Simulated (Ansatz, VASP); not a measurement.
# One calculation of Sb, two programs

```
Sb
1.0
     2.15060    1.24165    3.85632
    -2.15060    1.24165    3.85632
     0.00000   -2.48330    3.85632
Sb
2
Cartesian
  0.0000 0.0000 2.7030
  0.0000 0.0000 8.8660
```

Change from the starting cell: strain +0.000 along x and y, +0.030 along z, atoms carried along.

Alike in both runs: task single point; functional PBEsol; k mesh 12 × 12 × 12; occupations gaussian, width 0.15 eV; no spin polarisation.

```csv
,VASP,Ansatz
version,VASP 6.6.1,Ansatz 0.2.0
potentials or method,"VASP PAW PBE potentials, release 64 (Sb_d_GW), cutoff 500 eV","scalar-relativistic, plane waves, PAW"
valence electrons in the cell,30,30
```

```csv
,VASP,Ansatz,Ansatz less VASP
gap on the k mesh at the Fermi level (eV),none,none,-
pressure (GPa),-1.1,-1.1,+0.09
"traceless stress, the component that is largest in VASP (GPa)",-0.81,-0.80,+0.004
rms of the force components (eV/Å),0.019,0.018,-0.0016
```

VASP's potentials were made for PBE, not for PBEsol. Atom by atom the forces differ by 0.002 eV/Å (rms over components). A gap of «none» marks a metal or a gap that the smearing closes.

Spin-orbit coupling is off throughout.
